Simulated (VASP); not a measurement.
# B3C2Br (P-3m1) in VASP: notebook

B3C2Br is run at these levels: PBE; tasks: single point, relaxation of cell and atoms.

Everything below comes from runs of VASP 6.6.1. Logs are shortened: lines on timing, memory, paths and dates and some standing lists are left out, and cuts for length are marked.

## (1) The cell of the first run

It takes space group P-3m1 (No. 164, trigonal). Conventional cell: a = 2.740 Å, b = 2.740 Å, c = 11.554 Å, α = 90.00°, β = 90.00°, γ = 120.00°. B (site symmetry 3m) has 3 C at 1.58 Å within 2.1 Å. B (site symmetry -3m) has 6 C at 2.18 Å and 12 B at 2.21 to 2.74 Å within 2.9 Å. Within 2.2 Å of C (site symmetry 3m) lie 6 B at 1.58 to 2.18 Å. Within 3.6 Å of Br (site symmetry -3m) lie 6 Br at 2.74 Å.

The cell was generated, and may not be a known phase.

## (2) Single point, PBE

The input, INCAR:

```
  PREC = Accurate
  ENCUT = 520
  EDIFF = 1E-7
  ISMEAR = 0
  SIGMA = 0.1
  LREAL = False
  LASPH = True
  NELM = 100
  ALGO = Fast
  ISIF = 2
  LWAVE = False
  LCHARG = True
  GGA = PE
  LELF = True
  LVHAR = True
  NBANDS = 21
```

The input, KPOINTS:

```
regular mesh
0
Gamma
  18 18 4
```

The input, POSCAR:

```
B3C2Br
1.0
    2.7397292740      0.0000000000      0.0000000000
   -1.3698646370      2.3726751508      0.0000000000
    0.0000000000      0.0000000000     11.5540467730
B C Br
3 2 1
Direct
    0.6666666667      0.3333333333      0.3660259677
    0.3333333333      0.6666666667      0.6339740323
    0.0000000000      0.0000000000      0.5000000000
    0.6666666667      0.3333333333      0.6293132238
    0.3333333333      0.6666666667      0.3706867762
    0.0000000000      0.0000000000      0.0000000000
```

Potentials or basis: VASP PAW PBE potentials, release 64 (B, C, Br).

Launch:

```bash
cat potpaw_PBE.64/B/POTCAR potpaw_PBE.64/C/POTCAR potpaw_PBE.64/Br/POTCAR > POTCAR
mpirun -np 1 vasp_std > vasp.out
```

OUTCAR:

```text
PREC = Accurate
   ENCUT = 520
   EDIFF = 1E-7
   ISMEAR = 0
   LREAL = False
   LASPH = True
   NELM = 100
   ISIF = 2
   GGA = PE

 ion  position               nearest neighbor table
   1  0.667  0.333  0.366-   5 1.58   5 1.58   5 1.58
   2  0.333  0.667  0.634-   4 1.58   4 1.58   4 1.58
   3  0.000  0.000  0.500-
   4  0.667  0.333  0.629-   2 1.58   2 1.58   2 1.58
   5  0.333  0.667  0.371-   1 1.58   1 1.58   1 1.58
   6  0.000  0.000  0.000-

  LATTYP: Found a hexagonal cell.
 ALAT       =     2.7397292740
 C/A-ratio  =     4.2172220747

  Lattice vectors:

 A1 = (   2.7397292740,   0.0000000000,   0.0000000000)
 A2 = (  -1.3698646370,   2.3726751508,   0.0000000000)
 A3 = (   0.0000000000,   0.0000000000,  11.5540467730)

Analysis of symmetry for initial positions (statically):
=====================================================================
 Subroutine PRICEL returns:
 Original cell was already a primitive cell.

 Routine SETGRP: Setting up the symmetry group for a
 hexagonal supercell.

 Subroutine GETGRP returns: Found 12 space group operations
 (whereof 12 operations were pure point group operations)
 out of a pool of 24 trial point group operations.

The static configuration has the point symmetry D_3d.

Analysis of symmetry for dynamics (positions and initial velocities):
=====================================================================
 Subroutine PRICEL returns:
 Original cell was already a primitive cell.

 Routine SETGRP: Setting up the symmetry group for a
 hexagonal supercell.

 Subroutine GETGRP returns: Found 12 space group operations
 (whereof 12 operations were pure point group operations)
 out of a pool of 24 trial point group operations.

The dynamic configuration has the point symmetry D_3d.

 Subroutine INISYM returns: Found 12 space group operations
 (whereof 12 operations are pure point group operations),
 and found     1 'primitive' translations

----------------------------------------------------------------------------------------

                                     Primitive cell

  volume of cell :      75.1069

  direct lattice vectors                    reciprocal lattice vectors
     2.739729274  0.000000000  0.000000000     0.364999567  0.210732599  0.000000000
    -1.369864637  2.372675151  0.000000000     0.000000000  0.421465197  0.000000000
     0.000000000  0.000000000 11.554046773     0.000000000  0.000000000  0.086549762

  length of vectors
     2.739729274  2.739729274 11.554046773     0.421465197  0.421465197  0.086549762

  position of ions in fractional coordinates (direct lattice)
     0.666666667  0.333333333  0.366025968
     0.333333333  0.666666667  0.633974032
     0.000000000  0.000000000  0.500000000
     0.666666667  0.333333333  0.629313224
     0.333333333  0.666666667  0.370686776
     0.000000000  0.000000000  0.000000000

  ion indices of the primitive-cell ions
   primitive index   ion index
                 1           1
                 2           2
                 3           3
                 4           4
                 5           5
                 6           6

----------------------------------------------------------------------------------------

 KPOINTS: regular mesh

Automatic generation of k-mesh.
 Grid dimensions read from file:
 generate k-points for:   18   18    4

 Generating k-lattice:

  Cartesian coordinates                     Fractional coordinates (reciprocal lattice)
     0.020277754  0.011707367  0.000000000     0.055555556  0.000000000  0.000000000
     0.000000000  0.023414733  0.000000000     0.000000000  0.055555556  0.000000000
     0.000000000  0.000000000  0.021637441     0.000000000  0.000000000  0.250000000

  Length of vectors
     0.023414733  0.023414733  0.021637441

  Shift w.r.t. Gamma in fractional coordinates (k-lattice)
     0.000000000  0.000000000  0.000000000

 Subroutine IBZKPT returns following result:
 ===========================================

 Found    138 irreducible k-points:

 Following reciprocal coordinates:
            Coordinates               Weight
  0.000000  0.000000  0.000000      1.000000
  0.055556  0.000000  0.000000      6.000000
  0.111111  0.000000  0.000000      6.000000
  0.166667  0.000000  0.000000      6.000000
  0.222222  0.000000  0.000000      6.000000
  0.277778  0.000000  0.000000      6.000000
[... 16 lines left out ...]
  0.333333  0.111111  0.000000     12.000000
  0.388889  0.111111  0.000000     12.000000
 [... further k-points ...]
   k-points           NKPTS =    138   k-points in BZ     NKDIM =    138   number of bands    NBANDS=     21
   number of dos      NEDOS =    301   number of ions     NIONS =      6
   total plane-waves  NPLWV =  36000
   dimension x,y,z NGX =    20 NGY =   20 NGZ =   90
   dimension x,y,z NGXF=    40 NGYF=   40 NGZF=  180
   ions per type =               3   2   1
   NGX,Y,Z   is equivalent  to a cutoff of  12.14, 12.14, 12.95 a.u.
   NGXF,Y,Z  is equivalent  to a cutoff of  24.27, 24.27, 25.90 a.u.
 SYSTEM =  unknown system
   PREC   = accura    normal or accurate (medium, high low for compatibility)
   ISTART =      0    job   : 0-new  1-cont  2-samecut
   ICHARG =      2    charge: 1-file 2-atom 10-const
   ISPIN  =      1    spin polarized calculation?
   LNONCOLLINEAR =      F non collinear calculations
   LSORBIT =      F    spin-orbit coupling
   LASPH  =      T    aspherical Exc in radial PAW
   ENCUT  =  520.0 eV  38.22 Ry    6.18 a.u.   5.09  5.09 21.48*2*pi/ulx,y,z
   NELM   =    100;   NELMIN=  2; NELMDL= -5     # of ELM steps
   EDIFF  = 0.1E-06   stopping-criterion for ELM
   LREAL  =      F    real-space projection
   EDIFFG = 0.1E-05   stopping-criterion for IOM
   NSW    =      0    number of steps for IOM
   IBRION =     -1    ionic relax: 0-MD 1-quasi-New 2-CG
   NFREE  =      0    steps in history (QN), initial steepest desc. (CG)
   ISIF   =      2    stress and relaxation
   ISYM   =      2    0-nonsym 1-usesym 2-fastsym
   POTIM  = 0.5000    time-step for ionic-motion
   TEBEG  =    0.0;   TEEND  =   0.0 temperature during run
   PSTRESS=    0.0 pullay stress
   NELECT =      24.0000    total number of electrons
   NUPDOWN=      -1.0000    fix difference up-down
   EMIN   =  10.00;   EMAX   =-10.00  energy-range for DOS
   EFERMI =   0.00;   METHOD = LEGACY
   ISMEAR =     0;   SIGMA  =   0.10  broadening in eV -4-tet -1-fermi 0-gaus
   EFERMI_NEDOS =   21; number of points for ismear=-14 and -15
   IALGO  =     68    algorithm
   IMIX   =      4    mixing-type and parameters
     AMIX     =   0.40;   BMIX     =  1.00
     AMIX_MAG =   1.60;   BMIX_MAG =  1.00
  volume/ion in A,a.u.               =      12.52        84.47
  Fermi-wavevector in a.u.,A,eV,Ry     =   1.119228  2.115034 17.043627  1.252671
  Thomas-Fermi vector in A             =   2.255865
   LORBIT       =      0    0 simple, 1 ext, 2 COOP (PROOUT), +10 PAW based schemes
   GGA     = PE    functional components
   LHFCALC =     F    Hartree Fock is set to
   AEXX    =    0.0000 exact exchange contribution
   IVDW    =     0    specifies the selected vdW correction
   LEPSILON=     F    determine dielectric tensor
   LRPA    =     F    only Hartree local field effects (RPA)
 non-spin polarized calculation
 RMM-DIIS sequential band-by-band and
 Gauss-broadening in eV      SIGMA  =   0.10
  energy-cutoff  :      520.00
  volume of cell :       75.11
 maximum number of plane-waves:      2043
   NGX = 11   NGY = 11   NGZ = 43

 number of electron      24.0000000 magnetization

 Free energy of the ion-electron system (eV)
  ---------------------------------------------------
  ext. energy  EPLUGINS =         0.00000000
  ---------------------------------------------------
  free energy    TOTEN  =       -35.12938782 eV

  energy without entropy =      -35.12054598  energy(sigma->0) =      -35.12496690

 E-fermi :   3.3991     XC(G=0):  -9.4180

 val. band max:        3.3962885010   @ k =   0.3889   0.2222   0.5000
 cond. band min:       3.3996984804   @ k =   0.3333   0.0000   0.5000
 fundamental gap:      0.0034099794
 Fermi energy:         3.3991472914

 k-point     1 :       0.0000    0.0000    0.0000
  band No.  band energies     occupation
      1     -14.5935      2.00000
      2     -13.8008      2.00000
      3     -12.1786      2.00000
      4      -5.4683      2.00000
      5      -2.1852      2.00000
      6      -1.5016      2.00000
[... 13 lines left out ...]
     20      11.3277      0.00000
     21      13.8898      0.00000

 k-point     2 :       0.0556    0.0000    0.0000
  band No.  band energies     occupation
      1     -14.5258      2.00000
      2     -13.7373      2.00000
      3     -12.1188      2.00000
      4      -5.4057      2.00000
      5      -2.1150      2.00000
      6      -1.4367      2.00000
[... 13 lines left out ...]
     20      11.5898      0.00000
     21      13.7705      0.00000

 k-point     3 :       0.1111    0.0000    0.0000
  band No.  band energies     occupation
      1     -14.3243      2.00000
      2     -13.5469      2.00000
      3     -11.9401      2.00000
      4      -5.2189      2.00000
      5      -1.9061      2.00000
      6      -1.2444      2.00000
[... 13 lines left out ...]
     20      12.3274      0.00000
     21      13.3462      0.00000
[... 457 lines left out ...]
 k-point    23 :       0.3333    0.1111    0.0000
  band No.  band energies     occupation
      1     -11.6151      2.00000
      2     -10.6103      2.00000
      3      -9.2895      2.00000
      4      -5.6661      2.00000
      5      -4.7765      2.00000
      6      -2.8882      2.00000
[... 13 lines left out ...]
     20      12.1986      0.00000
     21      13.5598      0.00000

 k-point    24 :       0.3889    0.1111    0.0000
  band No.  band energies     occupation
      1     -11.1404      2.00000
      2      -9.7961      2.00000
      3      -8.7642      2.00000
      4      -6.5430      2.00000
      5      -5.7594      2.00000
      6      -3.7242      2.00000
[... 13 lines left out ...]
     20      11.8047      0.00000
     21      13.4668      0.00000

 [... further k-points ...]

------------------------ aborting loop because EDIFF is reached ----------------------------------------

  FORCE on cell =-STRESS in cart. coord.  units (eV):
  Direction    XX          YY          ZZ          XY          YZ          ZX
  --------------------------------------------------------------------------------------
  -------------------------------------------------------------------------------------
  Total        0.0436103      0.0436103     -0.0097690      0.0000000      0.0000000      0.0000000
  in kB        0.9302930      0.9302930     -0.2083912      0.0000000      0.0000000      0.0000000
  external PRESSURE =       0.5507316 kB  Pullay stress =       0.0000000 kB

 VOLUME and BASIS-vectors are now :
 -----------------------------------------------------------------------------
  energy-cutoff  :      520.00
  volume of cell :       75.11
      direct lattice vectors                 reciprocal lattice vectors
     2.739729274  0.000000000  0.000000000     0.364999567  0.210732599  0.000000000
    -1.369864637  2.372675151  0.000000000     0.000000000  0.421465197  0.000000000
     0.000000000  0.000000000 11.554046773     0.000000000  0.000000000  0.086549762

 POSITION                                       TOTAL-FORCE (eV/Angst)
 -----------------------------------------------------------------------------------
      1.36986      0.79089      4.22908         0.000000     -0.000000     -0.000034
     -0.00000      1.58178      7.32497        -0.000000      0.000000      0.000034
      0.00000      0.00000      5.77702         0.000000      0.000000      0.000000
      1.36986      0.79089      7.27111        -0.000000      0.000000      0.001133
     -0.00000      1.58178      4.28293        -0.000000      0.000000     -0.001133
      0.00000      0.00000      0.00000         0.000000      0.000000      0.000000
 -----------------------------------------------------------------------------------
    total drift:                                0.000000     -0.000000      0.000000

  FREE ENERGIE OF THE ION-ELECTRON SYSTEM (eV)
  ---------------------------------------------------
  free  energy   TOTEN  =       -35.1293878218 eV

  energy  without entropy=      -35.1205459797  energy(sigma->0) =      -35.12496690
```

Run time: 2.7 min. Hardware: 1 thread of Oxide Virtual Turin-like, shared host; peak memory 0.3 GiB.

What came out:

```yaml
Free_energy: -35.1294 eV
Pressure: 0.1 GPa
Band_gap_on_the_k_mesh: zero (bands 12 and 13 overlap by 3.42 eV)
```

Levels at points of the mesh, in eV from the Fermi level:
| k point | band 9 | band 10 | band 11 | band 12 | band 13 | band 14 | band 15 | band 16 |
| --- | --- | --- | --- | --- | --- | --- | --- | --- |
| (0.00, 0.00, 0.00) | -1.22 | -1.22 | 2.09 | 2.77 | 2.77 | 3.20 | 3.20 | 5.48 |
| (0.50, 0.00, 0.00) | -3.97 | -2.83 | -1.90 | -0.46 | 0.01 | 1.34 | 3.41 | 4.05 |
| (0.00, 0.00, 0.50) | -1.22 | -1.22 | 2.43 | 2.77 | 2.77 | 3.20 | 3.20 | 4.28 |
| (0.50, 0.00, 0.50) | -3.97 | -2.84 | -1.89 | -0.46 | 0.02 | 1.32 | 3.41 | 4.05 |

Caveat: this functional lacks dispersion, which binds layers or chains, so the pressure and a relaxed spacing across them are unreliable.

## (3) Single point, PBE, collinear spin

This run uses another cell than the first one, of 16.12 Å³/atom.

The input, INCAR:

```
SYSTEM = B3C2Br
ALGO = Fast
EDIFF = 1E-6
ENCUT = 520
GGA = PE
ISIF = 2
ISMEAR = 0
ISPIN = 2
LASPH = .TRUE.
LCHARG = .FALSE.
LORBIT = 11
LREAL = .FALSE.
LWAVE = .FALSE.
MAGMOM = 0 0 0 1 1 0
NBANDS = 25
NELM = 150
PREC = Accurate
SIGMA = 0.1
```

The input, KPOINTS:

```
k-points
0
G
  6 6 4
  0 0 0
```

The input, POSCAR:

```
B3C2Br
1.0
    4.1128381800      0.0000000000      0.0000000000
   -2.0564190900      3.5618223400      0.0000000000
    0.0000000000      0.0000000000      6.6031536100
B C Br
3 2 1
Direct
    0.6666666700      0.3333333300      0.3575947000
    0.3333333300      0.6666666700      0.6424053000
    0.0000000000      0.0000000000      0.5000000000
    0.6666666700      0.3333333300      0.7436280300
    0.3333333300      0.6666666700      0.2563719700
    0.0000000000      0.0000000000      0.0000000000
```

Potentials or basis: VASP PAW PBE potentials, release 64 (B, C, Br).

Launch:

```bash
cat potpaw_PBE.64/B/POTCAR potpaw_PBE.64/C/POTCAR potpaw_PBE.64/Br/POTCAR > POTCAR
mpirun -np 1 vasp_std > vasp.out
```

Run time: 2.7 min. Hardware: 1 thread of Oxide Virtual Turin-like, shared host; peak memory 0.27 GiB.

It converged, with:

```yaml
Free_energy: -19.8703 eV
Pressure: -22.2 GPa
Largest_force: 1.259 eV/Å
Band_gap_on_the_k_mesh: zero (filled and empty bands overlap)
Net_moment: 0.00 μB per cell
Valence_electrons_inside_the_program's_atomic_spheres: B 1.29, 1.30 (each value once); C 1.97; Br 4.67
```

Forces on the atoms (eV/Å):
```
B    0.000  0.000  0.642
B    0.000  0.000 -0.642
B    0.000  0.000  0.000
C    0.000  0.000 -1.259
C    0.000  0.000  1.259
Br   0.000  0.000  0.000
```

Stress tensor (GPa, compression positive):
```
-27.87   0.00   0.00
  0.00 -27.87   0.00
  0.00   0.00 -10.73
```

Levels at points of the mesh, in eV from the Fermi level:
Spin up:
| k point | band 9 | band 10 | band 11 | band 12 | band 13 | band 14 | band 15 | band 16 |
| --- | --- | --- | --- | --- | --- | --- | --- | --- |
| (0.00, 0.00, 0.00) | -1.15 | -1.15 | -0.08 | 0.10 | 0.13 | 0.13 | 0.29 | 0.29 |
| (0.50, 0.00, 0.00) | -2.27 | -1.31 | -0.90 | -0.63 | 0.23 | 1.79 | 1.88 | 2.79 |
| (0.00, 0.00, 0.50) | -0.84 | -0.84 | -0.36 | -0.36 | -0.24 | -0.04 | 0.11 | 0.11 |
| (0.50, 0.00, 0.50) | -2.49 | -2.14 | -2.04 | 0.39 | 0.60 | 0.90 | 2.05 | 2.42 |
Spin down:
| k point | band 9 | band 10 | band 11 | band 12 | band 13 | band 14 | band 15 | band 16 |
| --- | --- | --- | --- | --- | --- | --- | --- | --- |
| (0.00, 0.00, 0.00) | -1.15 | -1.15 | -0.07 | 0.10 | 0.13 | 0.13 | 0.29 | 0.29 |
| (0.50, 0.00, 0.00) | -2.27 | -1.31 | -0.90 | -0.62 | 0.24 | 1.79 | 1.88 | 2.79 |
| (0.00, 0.00, 0.50) | -0.84 | -0.84 | -0.36 | -0.36 | -0.23 | -0.04 | 0.11 | 0.11 |
| (0.50, 0.00, 0.50) | -2.49 | -2.14 | -2.03 | 0.39 | 0.60 | 0.91 | 2.06 | 2.42 |

Caveat: the stress differs along the axes, from -28 to -11 GPa; forces of over 1 eV/Å act on the atoms, so gaps and moduli don't describe the material at rest.

[end of part 1 of 2]

The gap in the log of VASP goes by the Fermi energy; the results here count the filled bands.